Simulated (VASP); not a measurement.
# CdS (F-43m) in VASP: further runs

CdS is run at these levels: r2SCAN; tasks: phonons.

Program: VASP 6.6.1. These are calculated values, not measurements. Logs are shortened: lines on timing, memory, paths and dates and some standing lists are left out, and cuts for length are marked.

**1. The cell of the first run**

The structure is cubic, space group F-43m (No. 216). Conventional cell: a = 5.766 Å, b = 5.766 Å, c = 5.766 Å, α = 90.00°, β = 90.00°, γ = 90.00°. Cd (site symmetry -43m) has 4 S at 2.50 Å within 3.3 Å. S (site symmetry -43m) has 4 Cd at 2.50 Å within 3.3 Å.

**2. Phonons, r2SCAN**

INCAR reads:

```
PREC = Accurate
ENCUT = 520
EDIFF = 1E-8
ISMEAR = 0
SIGMA = 0.01
LREAL = False
LASPH = True
NELM = 60
ALGO = Normal
ISIF = 2
LWAVE = False
LCHARG = False
METAGGA = R2SCAN
LMIXTAU = True
IBRION = 6
NFREE = 2
POTIM = 0.015
NSW = 1
```

KPOINTS reads:

```
regular mesh
0
Gamma
  8 8 8
```

POSCAR reads:

```
CdS
1.0
    2.8827915206      2.8827915206      0.0000000000
   -2.8827915206      2.8827915206      0.0000000000
    0.0000000000      2.8827915206      2.8827915206
Cd S
1 1
Direct
    0.0000000000      0.0000000000      0.0000000000
    0.7500000000      0.2500000000      0.5000000000
```

Potentials or basis: VASP PAW PBE potentials, release 64 (Cd, S).

Run with:

```bash
$ cat potpaw_PBE.64/Cd/POTCAR potpaw_PBE.64/S/POTCAR > POTCAR
$ mpirun -np 1 vasp_std > vasp.out
```

OUTCAR:

```text
PREC = Accurate
   ENCUT = 520
   EDIFF = 1E-8
   ISMEAR = 0
   LREAL = False
   LASPH = True
   NELM = 60
   ISIF = 2
   METAGGA = R2SCAN
   IBRION = 6
   NFREE = 2
   POTIM = 0.015
   NSW = 1

 ion  position               nearest neighbor table
   1  0.000  0.000  0.000-   2 2.50   2 2.50   2 2.50   2 2.50
   2  0.750  0.250  0.500-   1 2.50   1 2.50   1 2.50   1 2.50

  LATTYP: Found a face centered cubic cell.
 ALAT       =     5.7655830412

  Lattice vectors:

 A1 = (   0.0000000000,   2.8827915206,   2.8827915206)
 A2 = (   2.8827915206,   0.0000000000,   2.8827915206)
 A3 = (   2.8827915206,   2.8827915206,   0.0000000000)

Analysis of symmetry for initial positions (statically):
=====================================================================
 Subroutine PRICEL returns:
 Original cell was already a primitive cell.

 Routine SETGRP: Setting up the symmetry group for a
 face centered cubic supercell.

 Subroutine GETGRP returns: Found 24 space group operations
 (whereof 24 operations were pure point group operations)
 out of a pool of 48 trial point group operations.

The static configuration has the point symmetry T_d .

Analysis of symmetry for dynamics (positions and initial velocities):
=====================================================================
 Subroutine PRICEL returns:
 Original cell was already a primitive cell.

 Routine SETGRP: Setting up the symmetry group for a
 face centered cubic supercell.

 Subroutine GETGRP returns: Found 24 space group operations
 (whereof 24 operations were pure point group operations)
 out of a pool of 48 trial point group operations.

The dynamic configuration has the point symmetry T_d .

 Subroutine INISYM returns: Found 24 space group operations
 (whereof 24 operations are pure point group operations),
 and found     1 'primitive' translations

----------------------------------------------------------------------------------------

                                     Primitive cell

  volume of cell :      47.9148

  direct lattice vectors                    reciprocal lattice vectors
     2.882791521  2.882791521  0.000000000     0.173442997  0.173442997 -0.173442997
[... 280 lines left out ...]

 Free energy of the ion-electron system (eV)
  ---------------------------------------------------
  ext. energy  EPLUGINS =         0.00000000
  ---------------------------------------------------
  free energy    TOTEN  =       -29.64494574 eV

  energy without entropy =      -29.64494574  energy(sigma->0) =      -29.64494574

 E-fermi :   1.4528     XC(G=0):  -9.9089

 val. band max:        1.3631262181   @ k =   0.0000   0.0000   0.0000
 cond. band min:       3.0333652559   @ k =   0.0000   0.0000   0.0000
 fundamental gap:      1.6702390378
 Fermi energy:         1.4527639838

 k-point     1 :       0.0000    0.0000    0.0000
  band No.  band energies     occupation
      1     -11.7463      2.00000
      2      -6.7573      2.00000
      3      -6.7451      2.00000
      4      -6.7331      2.00000
      5      -6.1773      2.00000
      6      -6.1772      2.00000
      7       1.3579      2.00000
      8       1.3611      2.00000
      9       1.3631      2.00000
     10       3.0334      0.00000
     11       8.4190      0.00000
     12       8.4222      0.00000
     13       8.4264      0.00000
[... 354 lines left out ...]
  band No.  band energies     occupation
      1     -11.2115      2.00000
      2      -6.5483      2.00000
      3      -6.5027      2.00000
      4      -6.2094      2.00000
      5      -6.1480      2.00000
      6      -5.6332      2.00000
      7      -3.0232      2.00000
      8      -0.7264      2.00000
      9       0.0331      2.00000
     10       6.3379      0.00000
     11       7.5088      0.00000
     12       9.1828      0.00000
     13      10.3080      0.00000

 [... further k-points ...]

------------------------ aborting loop because EDIFF is reached ----------------------------------------

  FORCE on cell =-STRESS in cart. coord.  units (eV):
  Direction    XX          YY          ZZ          XY          YZ          ZX
  --------------------------------------------------------------------------------------
  -------------------------------------------------------------------------------------
  Total        1.3104818      1.3133522      1.3133522      0.0000000     -0.1321704      0.0000000
  in kB       43.8199509     43.9159302     43.9159302      0.0000000     -4.4195207      0.0000000
  external PRESSURE =      43.8839371 kB  Pullay stress =       0.0000000 kB
[... 17 lines left out ...]
  FREE ENERGIE OF THE ION-ELECTRON SYSTEM (eV)
  ---------------------------------------------------
  free  energy   TOTEN  =       -29.6449457424 eV

  energy  without entropy=      -29.6449457424  energy(sigma->0) =      -29.64494574

 INTERNAL STRAIN TENSORS FROM DISPLACED ATOMS
 ============================================

 INTERNAL STRAIN TENSOR FOR ION    1 for displacements in x,y,z  (eV/Angst):
          X           Y           Z          XY          YZ          ZX
  --------------------------------------------------------------------------------
  x     0.00000     0.00000     0.00000     0.00000    -8.82859     0.00000
  y    -0.00000     0.00000    -0.00000    -0.00000     0.00000    -8.82859
  z     0.00000     0.00000     0.00000    -8.82859    -0.00000     0.00000

 INTERNAL STRAIN TENSOR FOR ION    2 for displacements in x,y,z  (eV/Angst):
          X           Y           Z          XY          YZ          ZX
  --------------------------------------------------------------------------------
  x    -0.00000    -0.00000    -0.00000     0.00000     8.81108    -0.00000
  y    -0.00000    -0.00000    -0.00000     0.00000     0.00000     8.81108
  z    -0.00000    -0.00000    -0.00000     8.81108     0.00000    -0.00000

 Eigenvectors and eigenvalues of the dynamical matrix
 ----------------------------------------------------

   1 f  =    7.664861 THz    48.159743 2PiTHz  255.672246 cm-1    31.699304 meV
             X         Y         Z           dx          dy          dz
      0.000000  0.000000  0.000000     0.125720   -0.291346   -0.349894
      1.441396  4.324187  1.441396    -0.234596    0.543656    0.652908
[... 21 lines left out ...]
   6 f/i=    0.010765 THz     0.067641 2PiTHz    0.359094 cm-1     0.044522 meV
             X         Y         Z           dx          dy          dz
      0.000000  0.000000  0.000000     0.202859    0.857373   -0.025423
      1.441396  4.324187  1.441396     0.108712    0.459467   -0.013624

 ELASTIC MODULI CONTR FROM IONIC RELAXATION (kBar)
 Direction    XX          YY          ZZ          XY          YZ          ZX
 --------------------------------------------------------------------------------
 XX          -0.0000     -0.0000     -0.0000      0.0000      0.0000     -0.0000
 YY          -0.0000     -0.0000     -0.0000      0.0000      0.0000      0.0000
 ZZ          -0.0000     -0.0000     -0.0000      0.0000      0.0000     -0.0000
 XY           0.0000      0.0000      0.0000   -432.8969      0.0000      0.0000
 YZ           0.0000      0.0000      0.0000      0.0000   -432.8969      0.0000
 ZX          -0.0000      0.0000     -0.0000      0.0000      0.0000   -432.8969
 --------------------------------------------------------------------------------
```

OSZICAR:

```text
N       E                     dE             d eps       ncg     rms          rms(c)
DAV:   1     0.860290647222E+02    0.86029E+02   -0.95372E+03   770   0.130E+03
DAV:   2    -0.300418970379E+02   -0.11607E+03   -0.11093E+03   869   0.305E+02
DAV:   3    -0.347827387992E+02   -0.47408E+01   -0.47278E+01   889   0.658E+01
[... 72 lines left out ...]
DAV:   8    -0.296449444491E+02   -0.12945E-05   -0.92030E-07  2585   0.102E-02    0.131E-03
DAV:   9    -0.296449456850E+02   -0.12359E-05   -0.62090E-07  2520   0.721E-03    0.835E-04
DAV:  10    -0.296449457155E+02   -0.30552E-07   -0.15480E-07  2555   0.450E-03    0.225E-04
DAV:  11    -0.296449457329E+02   -0.17384E-07   -0.33808E-08  2535   0.223E-03    0.373E-04
DAV:  12    -0.296449457434E+02   -0.10467E-07   -0.73463E-09  1755   0.713E-04    0.671E-05
DAV:  13    -0.296449457424E+02    0.92791E-09   -0.59206E-10  1300   0.265E-04
   5 F= -.29644946E+02 E0= -.29644946E+02  d E =-.143845E-39
```

Run time: 10 min. Hardware: 1 thread of Intel Xeon Platinum 8488C (Sapphire Rapids), shared host; peak memory 0.25 GiB.

What came out:

- Highest phonon frequency at Γ, LO-TO splitting left out: 256 cm⁻¹

Phonon frequencies in cm⁻¹ (negative: imaginary):
```csv
q point,frequencies
"(0.000, 0.000, 0.000)",0 0 0 256 256 256
```

Caveat: the cell stands under pressure or tension, which shifts response properties; the PAW data sets were made with another functional, which shifts forces and pressure a little.

**3. Phonons, r2SCAN**

This run uses another cell than the first one, of 24.62 Å³/atom.

INCAR reads:

```
SYSTEM = CdS
ALGO = Normal ; EDIFF = 1E-8
ENCUT = 520 ; IBRION = 6
ISIF = 2 ; ISMEAR = 0
LASPH = .TRUE. ; LCHARG = .FALSE.
LMIXTAU = .TRUE. ; LREAL = .FALSE.
LWAVE = .FALSE. ; METAGGA = R2SCAN
NBANDS = 16 ; NELM = 60
NFREE = 2 ; NSW = 1
POTIM = 0.015 ; PREC = Accurate
SIGMA = 0.01
```

KPOINTS reads:

```
k-points
0
G
  8 8 8
  0 0 0
```

POSCAR reads:

```
CdS
1.0
    2.9091748970      2.9091748970      0.0000000000
   -2.9091748970      2.9091748970      0.0000000000
    0.0000000000      2.9091748970      2.9091748970
Cd S
1 1
Direct
    0.0000000000      0.0000000000      0.0000000000
    0.7500000000      0.2500000000      0.5000000000
```

Potentials or basis: VASP PAW PBE potentials, release 64 (Cd, S).

Run with:

```bash
$ cat potpaw_PBE.64/Cd/POTCAR potpaw_PBE.64/S/POTCAR > POTCAR
$ mpirun -np 1 vasp_std > vasp.out
```

OUTCAR:

```text
SYSTEM = CdS
   EDIFF = 1E-8
   ENCUT = 520
   IBRION = 6
   ISIF = 2
   ISMEAR = 0
   LASPH = .TRUE.
   LREAL = .FALSE.
   METAGGA = R2SCAN
   NELM = 60
   NFREE = 2
   NSW = 1
   POTIM = 0.015
   PREC = Accurate

 ion  position               nearest neighbor table
   1  0.000  0.000  0.000-   2 2.52   2 2.52   2 2.52   2 2.52
[... 843 lines left out ...]
  x     0.00000    -0.00000    -0.00000    -0.00000    -7.67866     0.00000
  y    -0.00000     0.00000    -0.00000     0.00000     0.00000    -7.67866
  z    -0.00000    -0.00000     0.00000    -7.67866     0.00000     0.00000

 INTERNAL STRAIN TENSOR FOR ION    2 for displacements in x,y,z  (eV/Angst):
          X           Y           Z          XY          YZ          ZX
  --------------------------------------------------------------------------------
  x    -0.00000     0.00000     0.00000     0.00000     7.66319    -0.00000
  y     0.00000     0.00000     0.00000    -0.00000     0.00000     7.66319
  z     0.00000     0.00000    -0.00000     7.66319    -0.00000    -0.00000

 Eigenvectors and eigenvalues of the dynamical matrix
 ----------------------------------------------------

   1 f  =    7.306015 THz    45.905046 2PiTHz  243.702429 cm-1    30.215237 meV
             X         Y         Z           dx          dy          dz
      0.000000  0.000000  0.000000     0.000000    0.472198    0.000000
      1.454587  4.363762  1.454587     0.000000   -0.881493    0.000000
[... 21 lines left out ...]
   6 f/i=    0.009005 THz     0.056577 2PiTHz    0.300359 cm-1     0.037240 meV
             X         Y         Z           dx          dy          dz
      0.000000  0.000000  0.000000     0.000000    0.000000    0.881493
      1.454587  4.363762  1.454587     0.000000    0.000000    0.472198

 ELASTIC MODULI CONTR FROM IONIC RELAXATION (kBar)
 Direction    XX          YY          ZZ          XY          YZ          ZX
 --------------------------------------------------------------------------------
 XX          -0.0000     -0.0000     -0.0000     -0.0000      0.0000     -0.0000
 YY          -0.0000     -0.0000     -0.0000     -0.0000     -0.0000     -0.0000
 ZZ          -0.0000     -0.0000     -0.0000      0.0000     -0.0000     -0.0000
 XY          -0.0000     -0.0000      0.0000   -350.7812      0.0000      0.0000
 YZ           0.0000     -0.0000     -0.0000      0.0000   -350.7812     -0.0000
 ZX          -0.0000     -0.0000     -0.0000      0.0000     -0.0000   -350.7812
 --------------------------------------------------------------------------------
```

OSZICAR:

```text
N       E                     dE             d eps       ncg     rms          rms(c)
DAV:   1     0.842998049030E+02    0.84300E+02   -0.92087E+03   944   0.104E+03
DAV:   2    -0.305403064309E+02   -0.11484E+03   -0.10857E+03  1120   0.257E+02
DAV:   3    -0.348283010463E+02   -0.42880E+01   -0.42804E+01  1136   0.523E+01
[... 75 lines left out ...]
DAV:   6    -0.296727878118E+02   -0.55601E-04   -0.10693E-04  3176   0.715E-02    0.110E-02
DAV:   7    -0.296728016631E+02   -0.13851E-04   -0.48486E-06  3920   0.150E-02    0.346E-03
DAV:   8    -0.296728035169E+02   -0.18538E-05   -0.92168E-07  3232   0.861E-03    0.122E-03
DAV:   9    -0.296728044880E+02   -0.97105E-06   -0.55561E-07  3352   0.572E-03    0.932E-04
DAV:  10    -0.296728045205E+02   -0.32531E-07   -0.45248E-08  3768   0.222E-03    0.472E-04
DAV:  11    -0.296728045143E+02    0.61818E-08   -0.12796E-08  2848   0.105E-03
   5 F= -.29672805E+02 E0= -.29672805E+02  d E =-.136794E-20
```

Wall time 10 min (1 thread of Intel Xeon Platinum 8488C (Sapphire Rapids), shared host); peak memory 0.27 GiB.

What came out:

```yaml
Highest_phonon_frequency_at_Γ_LO-TO_splitting_left_out: 244 cm⁻¹
```

Phonon frequencies in cm⁻¹ (negative: imaginary):
```csv
q point,frequencies
"(0.000, 0.000, 0.000)",0 0 0 244 244 244
```

Caveat: the cell stands under pressure or tension, which shifts response properties; the PAW data sets were made with another functional, which shifts forces and pressure a little.

(Part 1 of 2 ends here.)
